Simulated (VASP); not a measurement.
# Al2Cu (Pmm2) in VASP: a series of runs

The runs below take Al2Cu through single point, with PBEsol.

Everything below comes from runs of VASP 6.6.1. Logs are shortened: lines on timing, memory, paths and dates and some standing lists are left out, and cuts for length are marked.

**1. The cell of the first run**

It takes space group Pmm2 (No. 25, orthorhombic). Conventional cell: a = 2.846 Å, b = 4.084 Å, c = 4.084 Å, α = 90.00°, β = 90.00°, γ = 90.00°. Al (site symmetry mm2) has 4 Cu at 2.49 Å and 6 Al at 2.72 to 3.07 Å within 3.3 Å. Within 3.1 Å of Al (site symmetry mm2) lie 4 Cu at 2.28 to 2.71 Å and 6 Al at 2.72 to 3.07 Å. Within 3.0 Å of Cu (site symmetry mm2) lie 8 Al at 2.28 to 2.71 Å and 2 Cu at 2.85 Å.

**2. Single point, PBEsol (atoms displaced along a vibrational mode)**

The input, INCAR:

```
ALGO     = Fast           # electronic algorithm
EDIFF    = 1E-6           # SCF threshold, eV
ENCUT    = 520            # plane-wave cutoff, eV
GGA      = PS             # functional
ISIF     = 2              # what is computed and relaxed
ISMEAR   = 0              # smearing method
LASPH    = True           # aspherical terms in the spheres
LCHARG   = False          # write CHGCAR
LREAL    = False          # projectors in reciprocal space
LWAVE    = False          # write WAVECAR
NBANDS   = 26             # bands
NELM     = 80             # most SCF steps
PREC     = Accurate       # precision mode
SIGMA    = 0.15           # smearing width, eV
```

The input, KPOINTS:

```
k-points
0
Gamma
  12 10 10
```

The input, POSCAR:

```
Al2Cu
1.0
    4.0841721965      0.0000000000      0.0000000000
    0.0000000000      4.0841721965      2.8463947513
    0.0000000000     -4.0841721965      2.8463947513
Al Cu
4 2
Direct
    0.5000000000      0.7557910875      0.7442089125
    0.5000000000      0.2557910875      0.2442089125
    0.0000000000      0.4755152341      0.0244847659
    0.0000000000     -0.0244847659      0.5244847659
    0.0000000000      0.0079373084      0.9920626916
    0.0000000000      0.5079373084      0.4920626916
```

Potentials or basis: VASP PAW PBE potentials, release 64 (Al, Cu).

Run with:

```console
$ cat potpaw_PBE.64/Al/POTCAR potpaw_PBE.64/Cu/POTCAR > POTCAR
$ mpirun -np 1 vasp_std > vasp.out
```

OUTCAR:

```text
EDIFF = 1E-6
   ENCUT = 520
   GGA = PS
   ISIF = 2
   ISMEAR = 0
   LASPH = True
   LREAL = False
   NELM = 80
   PREC = Accurate

 ion  position               nearest neighbor table
   1  0.500  0.756  0.744-   5 2.49   6 2.49   5 2.49   6 2.49   4 2.72   4 2.72   2 2.85   2 2.85
                             3 3.07   3 3.07
   2  0.500  0.256  0.244-   5 2.49   6 2.49   5 2.49   6 2.49   3 2.72   3 2.72   1 2.85   1 2.85
                             4 3.07   4 3.07
   3  0.000  0.476  0.024-   5 2.28   6 2.28   5 2.71   6 2.71   2 2.72   2 2.72   4 2.85   4 2.85
                             1 3.07   1 3.07
   4  0.000  0.976  0.524-   5 2.28   6 2.28   6 2.71   5 2.71   1 2.72   1 2.72   3 2.85   3 2.85
                             2 3.07   2 3.07
   5  0.000  0.008  0.992-   3 2.28   4 2.28   1 2.49   2 2.49   1 2.49   2 2.49   4 2.71   3 2.71

   6  0.000  0.508  0.492-   3 2.28   4 2.28   1 2.49   2 2.49   1 2.49   2 2.49   3 2.71   4 2.71

  LATTYP: Found a base centered orthorhombic cell.
 ALAT       =     5.6927895026
 B/A-ratio  =     1.4348579706
 C/A-ratio  =     0.7174289853

  Lattice vectors:

 A1 = (   0.0000000000,   4.0841721965,   2.8463947513)
 A2 = (   0.0000000000,  -4.0841721965,   2.8463947513)
 A3 = (   4.0841721965,   0.0000000000,   0.0000000000)

Analysis of symmetry for initial positions (statically):
=====================================================================
 Subroutine PRICEL returns following result:

  LATTYP: Found a simple tetragonal cell.
 ALAT       =     4.0841721965
 C/A-ratio  =     0.6969330906

  Lattice vectors:

 A1 = (  -4.0841721965,   0.0000000000,   0.0000000000)
 A2 = (   0.0000000000,  -4.0841721965,   0.0000000000)
 A3 = (   0.0000000000,   0.0000000000,   2.8463947513)

   2 primitive cells build up your supercell.

 Routine SETGRP: Setting up the symmetry group for a
 base centered orthorhombic supercell.

 Subroutine GETGRP returns: Found  4 space group operations
 (whereof  4 operations were pure point group operations)
 out of a pool of  8 trial point group operations.

The static configuration has the point symmetry C_2v.

Analysis of symmetry for dynamics (positions and initial velocities):
=====================================================================
 Subroutine PRICEL returns following result:

  LATTYP: Found a simple tetragonal cell.
 ALAT       =     4.0841721965
 C/A-ratio  =     0.6969330906

  Lattice vectors:

 A1 = (  -4.0841721965,   0.0000000000,   0.0000000000)
 A2 = (   0.0000000000,  -4.0841721965,   0.0000000000)
 A3 = (   0.0000000000,   0.0000000000,   2.8463947513)

   2 primitive cells build up your supercell.

 Routine SETGRP: Setting up the symmetry group for a
 base centered orthorhombic supercell.

 Subroutine GETGRP returns: Found  4 space group operations
 (whereof  4 operations were pure point group operations)
 out of a pool of  8 trial point group operations.

The dynamic configuration has the point symmetry C_2v.

 Subroutine INISYM returns: Found  4 space group operations
 (whereof  4 operations are pure point group operations),
 and found     2 'primitive' translations

----------------------------------------------------------------------------------------

                                     Primitive cell

  volume of cell :      47.4792

  direct lattice vectors                    reciprocal lattice vectors
    -4.084172196  0.000000000  0.000000000    -0.244847659  0.000000000  0.000000000
     0.000000000 -4.084172196  0.000000000     0.000000000 -0.244847659  0.000000000
     0.000000000  0.000000000  2.846394751     0.000000000  0.000000000  0.351321615

  length of vectors
     4.084172196  4.084172196  2.846394751     0.244847659  0.244847659  0.351321615

  position of ions in fractional coordinates (direct lattice)
     0.500000000  0.988417825  0.500000000
     0.000000000  0.548969532  0.500000000
     0.000000000  0.984125383  0.000000000

  ion indices of the primitive-cell ions
   primitive index   ion index
                 1           1
                 2           4
                 3           5

----------------------------------------------------------------------------------------

 KPOINTS: k-points

Automatic generation of k-mesh.
 Grid dimensions read from file:
 generate k-points for:   12   10   10

 Generating k-lattice:

  Cartesian coordinates                     Fractional coordinates (reciprocal lattice)
     0.020403972  0.000000000  0.000000000     0.083333333  0.000000000  0.000000000
     0.000000000  0.012242383  0.017566081     0.000000000  0.100000000  0.000000000
     0.000000000 -0.012242383  0.017566081     0.000000000  0.000000000  0.100000000

  Length of vectors
     0.020403972  0.021411285  0.021411285

  Shift w.r.t. Gamma in fractional coordinates (k-lattice)
     0.000000000  0.000000000  0.000000000

 Subroutine IBZKPT returns following result:
 ===========================================

 Found    217 irreducible k-points:

 Following reciprocal coordinates:
            Coordinates               Weight
  0.000000  0.000000  0.000000      1.000000
  0.083333  0.000000  0.000000      2.000000
  0.166667  0.000000  0.000000      2.000000
  0.250000  0.000000  0.000000      2.000000
  0.333333  0.000000  0.000000      2.000000
  0.416667  0.000000  0.000000      2.000000
[... 16 lines left out ...]
  0.083333  0.300000 -0.000000      8.000000
  0.166667  0.300000 -0.000000      8.000000
 [... further k-points ...]
   k-points           NKPTS =    217   k-points in BZ     NKDIM =    217   number of bands    NBANDS=     26
   number of dos      NEDOS =    301   number of ions     NIONS =      6
   total plane-waves  NPLWV =  48000
   dimension x,y,z NGX =    30 NGY =   40 NGZ =   40
   dimension x,y,z NGXF=    60 NGYF=   80 NGZF=   80
   ions per type =               4   2
   NGX,Y,Z   is equivalent  to a cutoff of  12.21, 13.36, 13.36 a.u.
   NGXF,Y,Z  is equivalent  to a cutoff of  24.42, 26.72, 26.72 a.u.
 SYSTEM =  unknown system
   PREC   = accura    normal or accurate (medium, high low for compatibility)
   ISTART =      0    job   : 0-new  1-cont  2-samecut
   ICHARG =      2    charge: 1-file 2-atom 10-const
   ISPIN  =      1    spin polarized calculation?
   LNONCOLLINEAR =      F non collinear calculations
   LSORBIT =      F    spin-orbit coupling
   LASPH  =      T    aspherical Exc in radial PAW
   ENCUT  =  520.0 eV  38.22 Ry    6.18 a.u.   7.59  9.26  9.26*2*pi/ulx,y,z
   NELM   =     80;   NELMIN=  2; NELMDL= -5     # of ELM steps
   EDIFF  = 0.1E-05   stopping-criterion for ELM
   LREAL  =      F    real-space projection
   EDIFFG = 0.1E-04   stopping-criterion for IOM
   NSW    =      0    number of steps for IOM
   IBRION =     -1    ionic relax: 0-MD 1-quasi-New 2-CG
   NFREE  =      0    steps in history (QN), initial steepest desc. (CG)
   ISIF   =      2    stress and relaxation
   ISYM   =      2    0-nonsym 1-usesym 2-fastsym
   POTIM  = 0.5000    time-step for ionic-motion
   TEBEG  =    0.0;   TEEND  =   0.0 temperature during run
   PSTRESS=    0.0 pullay stress
   NELECT =      34.0000    total number of electrons
   NUPDOWN=      -1.0000    fix difference up-down
   EMIN   =  10.00;   EMAX   =-10.00  energy-range for DOS
   EFERMI =   0.00;   METHOD = LEGACY
   ISMEAR =     0;   SIGMA  =   0.15  broadening in eV -4-tet -1-fermi 0-gaus
   EFERMI_NEDOS =   21; number of points for ismear=-14 and -15
   IALGO  =     68    algorithm
   IMIX   =      4    mixing-type and parameters
     AMIX     =   0.40;   BMIX     =  1.00
     AMIX_MAG =   1.60;   BMIX_MAG =  1.00
  volume/ion in A,a.u.               =      15.83       106.80
  Fermi-wavevector in a.u.,A,eV,Ry     =   1.162492  2.196792 18.386753  1.351388
  Thomas-Fermi vector in A             =   2.299053
   LORBIT       =      0    0 simple, 1 ext, 2 COOP (PROOUT), +10 PAW based schemes
   GGA     = PS    functional components
   LHFCALC =     F    Hartree Fock is set to
   AEXX    =    0.0000 exact exchange contribution
   IVDW    =     0    specifies the selected vdW correction
   LEPSILON=     F    determine dielectric tensor
   LRPA    =     F    only Hartree local field effects (RPA)
 non-spin polarized calculation
 RMM-DIIS sequential band-by-band and
 Gauss-broadening in eV      SIGMA  =   0.15
  energy-cutoff  :      520.00
  volume of cell :       94.96
 maximum number of plane-waves:      2577
   NGX = 15   NGY = 19   NGZ = 19

 number of electron      33.9999963 magnetization

 Free energy of the ion-electron system (eV)
  ---------------------------------------------------
  ext. energy  EPLUGINS =         0.00000000
  ---------------------------------------------------
  free energy    TOTEN  =       -24.46606123 eV

  energy without entropy =      -24.44589912  energy(sigma->0) =      -24.45598018

 E-fermi :   7.3211     XC(G=0): -10.5735

 val. band max:        7.3175897458   @ k =   0.1667   0.3000   0.3000
 cond. band min:       7.3285175669   @ k =   0.4167   0.1000   0.1000
 fundamental gap:      0.0109278211
 Fermi energy:         7.3211041312

 k-point     1 :       0.0000    0.0000    0.0000
  band No.  band energies     occupation
      1      -3.4383      2.00000
      2       1.0865      2.00000
      3       1.7118      2.00000
      4       1.9885      2.00000
      5       2.0965      2.00000
      6       2.1093      2.00000
[... 18 lines left out ...]
     25      13.5395      0.00000
     26      13.5869      0.00000

 k-point     2 :       0.0833    0.0000    0.0000
  band No.  band energies     occupation
      1      -3.3795      2.00000
      2       1.1052      2.00000
      3       1.6812      2.00000
      4       2.0018      2.00000
      5       2.0411      2.00000
      6       2.0941      2.00000
[... 18 lines left out ...]
     25      13.1388      0.00000
[... 608 lines left out ...]
     25      12.9448      0.00000
     26      13.6195      0.00000

 k-point    24 :       0.1667    0.3000   -0.0000
  band No.  band energies     occupation
      1      -2.6048      2.00000
      2      -0.1556      2.00000
      3       1.5923      2.00000
      4       1.6620      2.00000
      5       2.1543      2.00000
      6       2.1922      2.00000
[... 18 lines left out ...]
     25      12.5021      0.00000
     26      14.3624      0.00000

 [... further k-points ...]

------------------------ aborting loop because EDIFF is reached ----------------------------------------

  FORCE on cell =-STRESS in cart. coord.  units (eV):
  Direction    XX          YY          ZZ          XY          YZ          ZX
  --------------------------------------------------------------------------------------
  -------------------------------------------------------------------------------------
  Total        1.2653536      3.0045771      2.3699632      0.0000000      0.0000000      0.0000000
  in kB       21.3495773     50.6944863     39.9870134      0.0000000      0.0000000      0.0000000
  external PRESSURE =      37.3436923 kB  Pullay stress =       0.0000000 kB

 VOLUME and BASIS-vectors are now :
 -----------------------------------------------------------------------------
  energy-cutoff  :      520.00
  volume of cell :       94.96
      direct lattice vectors                 reciprocal lattice vectors
     4.084172196  0.000000000  0.000000000     0.244847659  0.000000000  0.000000000
     0.000000000  4.084172196  2.846394751     0.000000000  0.122423829  0.175660807
     0.000000000 -4.084172196  2.846394751     0.000000000 -0.122423829  0.175660807

 POSITION                                       TOTAL-FORCE (eV/Angst)
 -----------------------------------------------------------------------------------
      2.04209      0.04730      4.26959         0.000000     -0.606237      0.000000
      2.04209      0.04730      1.42320         0.000000     -0.606237      0.000000
      0.00000      1.84209      1.42320        -0.000000      2.686916      0.000000
      0.00000      1.84209      4.26959        -0.000000      2.686916      0.000000
      0.00000     -4.01934      2.84639         0.000000     -2.080679      0.000000
      0.00000      0.06483      2.84639         0.000000     -2.080679      0.000000
 -----------------------------------------------------------------------------------
    total drift:                               -0.000000      0.000475     -0.000000

  FREE ENERGIE OF THE ION-ELECTRON SYSTEM (eV)
  ---------------------------------------------------
  free  energy   TOTEN  =       -24.4660612317 eV

  energy  without entropy=      -24.4458991222  energy(sigma->0) =      -24.45598018
```

Run time: 5.6 min. Hardware: 1 thread of AMD EPYC 9R45 (Zen 5), shared host; peak memory 0.51 GiB.

Results:

```
Free energy            : -24.4661 eV
Pressure               : 3.7 GPa
Largest force          : 2.687 eV/Å
Band gap on the k mesh : zero (bands 17 and 18 overlap by 3.41 eV)
```

Forces on the atoms (eV/Å):
```
Al   0.000 -0.606  0.000
Al   0.000 -0.606  0.000
Al   0.000  2.687  0.000
Al   0.000  2.687  0.000
Cu   0.000 -2.081  0.000
Cu   0.000 -2.081  0.000
```

Caveat: the cell differs from its parent crystal (atoms displaced along a vibrational mode); the cell stands under pressure; the PAW data sets were made with another functional, which shifts forces and pressure a little.

**3. Single point, PBEsol (atoms displaced along a vibrational mode)**

The input, INCAR:

```
SYSTEM = Al2Cu
PREC = Accurate
ENCUT = 520
EDIFF = 1E-7
ISMEAR = 0
SIGMA = 0.15
LREAL = .False.
LASPH = .True.
NELM = 80
ALGO = Fast
ISIF = 2
LWAVE = .False.
LCHARG = .False.
GGA = PS
NBANDS = 26
```

The input, KPOINTS:

```
regular mesh
0
Gamma
  12 10 10
  0 0 0
```

The input, POSCAR:

```
Al2Cu
1.0
    4.0841721965      0.0000000000      0.0000000000
    0.0000000000      4.0841721965      2.8463947513
    0.0000000000     -4.0841721965      2.8463947513
Al Cu
4 2
Direct
    0.5000000000      0.7456566844      0.7543433156
    0.5000000000      0.2456566844      0.2543433156
    0.0000000000      0.5183635744     -0.0183635744
    0.0000000000      0.0183635744      0.4816364256
    0.0000000000     -0.0059529813      1.0059529813
    0.0000000000      0.4940470187      0.5059529813
```

Potentials or basis: VASP PAW PBE potentials, release 64 (Al, Cu).

Run with:

```console
$ cat potpaw_PBE.64/Al/POTCAR potpaw_PBE.64/Cu/POTCAR > POTCAR
$ mpirun -np 1 vasp_std > vasp.out
```

Run time: 6.6 min. Hardware: 1 thread of AMD EPYC 9R45 (Zen 5), shared host; peak memory 0.51 GiB.

The run converged. Its results:

```
Free energy            : -24.7681 eV
Pressure               : 2.3 GPa
Largest force          : 1.955 eV/Å
Band gap on the k mesh : zero (bands 17 and 18 overlap by 3.32 eV)
```

Forces on the atoms (eV/Å):
```
Al   0.000  0.450  0.000
Al   0.000  0.450  0.000
Al   0.000 -1.955  0.000
Al   0.000 -1.955  0.000
Cu   0.000  1.505  0.000
Cu   0.000  1.505  0.000
```

Stress tensor (GPa, compression positive):
```
1.60 0.00 0.00
0.00 3.05 0.00
0.00 0.00 2.20
```

Levels at points of the mesh, in eV from the Fermi level:
```
           k point  band 15  band 16  band 17  band 18  band 19  band 20
(0.00, 0.00, 0.00)    -2.42    -2.40    -1.66    -0.10     0.78     3.57
(0.50, 0.00, 0.00)    -2.34    -1.05    -0.87    -0.76     0.05     0.08
(0.00, 0.50, 0.00)    -0.42    -0.42     0.46     0.46     1.34     1.34
(0.50, 0.50, 0.00)    -2.17    -2.17    -0.74    -0.74     2.25     2.25
(0.00, 0.50, 0.50)    -1.26     1.63     1.65     1.98     2.38     2.59
(0.50, 0.50, 0.50)    -3.14    -2.54    -2.48    -1.67     3.76     4.05
```

Caveat: the cell differs from its parent crystal (atoms displaced along a vibrational mode); the PAW data sets were made with another functional, which shifts forces and pressure a little.

(Part 1 of 2 ends here.)
